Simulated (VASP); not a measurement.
Runs of VASP 6.6.1 on PbS. The cell holds a slab with vacuum, 4 atoms: a = 4.219 Å, b = 4.219 Å, c = 11.222 Å, α = 93.97°, β = 93.97°, γ = 89.98°. 

```csv
level,potentials or basis,k mesh,cutoff (eV),smearing,gap on the mesh (eV),largest force (eV/Å)
PBE,"VASP PAW PBE potentials, release 64 (Pb_d, S)",4 × 4 × 2,500,fermi-dirac 0.1 eV,2.05,0.13
PBE,"VASP PAW PBE potentials, release 64 (Pb_d, S)",1 × 2 × 2,500,gaussian 0.1 eV,1.75,0.70
PBE,"VASP PAW PBE potentials, release 64 (Pb_d, S)",4 × 4 × 2,500,gaussian 0.01 eV,2.05,0.13
BLYP,"VASP PAW PBE potentials, release 64 (Pb_d, S)",4 × 4 × 2,500,gaussian 0.1 eV,(a),0.49
LDA,"VASP PAW LDA potentials, release 64 (Pb_d, S)",4 × 4 × 2,520,gaussian 0.1 eV,2.01,0.29
```

Alike in all rows: task single point; no spin polarisation; cell as given.

Q: Fill in the values left out.

A: (a) 1.95.

Caveats: some runs use coarse meshes; spin-orbit coupling is left out, which moves the levels of the heavy elements; the PAW data sets were made with another functional, which shifts forces and pressure a little (at least some runs).

A k mesh can miss the band edges, and the runs leave out spin-orbit coupling on Pb.
